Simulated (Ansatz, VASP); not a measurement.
## One calculation of Rh, two programs

```
Rh
1.0
     2.71265    0.00000    0.00000
    -1.35632    2.34922    0.00000
     0.00000    0.00000    4.39877
Rh
2
Direct
  0.33333 0.66667 0.25000
  0.66667 0.33333 0.75000
```

Alike in both runs: task single point; functional r2SCAN; k mesh 11 × 11 × 6; occupations fermi-dirac, width 0.05 eV; no spin polarisation.

|  | VASP | Ansatz |
| --- | --- | --- |
| version | VASP 6.6.1 | Ansatz 0.2.0 |
| potentials or method | VASP PAW PBE potentials, release 64 (Rh_sv_GW) | Ansatz PAW |
| plane-wave cutoff (eV) | 580 | 500 |
| valence electrons in the cell | 34 | 34 |

Ansatz gave:

```
gap on the k mesh at the Fermi level (eV)                     : none
pressure (GPa)                                                : -4.8
traceless stress, the component that is largest in VASP (GPa) : -0.93
```

Task: Which values does VASP return?

Result: gap on the k mesh at the Fermi level (eV): none; pressure (GPa): -6.3; traceless stress, the component that is largest in VASP (GPa): -0.95.

VASP's potentials were made for PBE, not for r2SCAN. A gap of «none» marks a metal or a gap that the smearing closes. The functional is the same, so the differences come from potentials, cutoffs and numerics.
